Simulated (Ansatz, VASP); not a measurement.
ZnCu: VASP beside Ansatz

```
Zn Cu
1.0
     3.01863    0.00000    0.00000
     0.00000    2.87138    0.00000
     0.00000    0.00000    2.94500
Zn Cu
1 1
Direct
  0.50000 0.50000 0.50000
  0.00000 0.00000 0.00000
```

Change from the starting cell: strain +0.0250 x Voigt [1, -1, 0, 0, 0, 0], atoms carried along.

Alike in both runs: task single point; functional PBE; k mesh 16 × 16 × 16; occupations gaussian, width 0.15 eV; no spin polarisation.

```csv
,VASP,Ansatz
version,VASP 6.6.1,Ansatz 0.2.0
potentials or method,"VASP PAW PBE potentials, release 64 (Zn, Cu), cutoff 520 eV","scalar-relativistic, plane waves, PAW"
valence electrons in the cell,23,31
```

|  | VASP | Ansatz | Ansatz less VASP |
| --- | --- | --- | --- |
| gap on the k mesh at the Fermi level (eV) | none | none | - |
| pressure (GPa) | 3.4 | 2.4 | -1.03 |
| traceless stress, the component that is largest in VASP (GPa) | 0.21 | 0.20 | -0.013 |

A gap of «none» marks a metal or a gap that the smearing closes. VASP's potentials hold 23 valence electrons a cell and Ansatz's 31, so a difference there can come from the potentials and not from the codes.
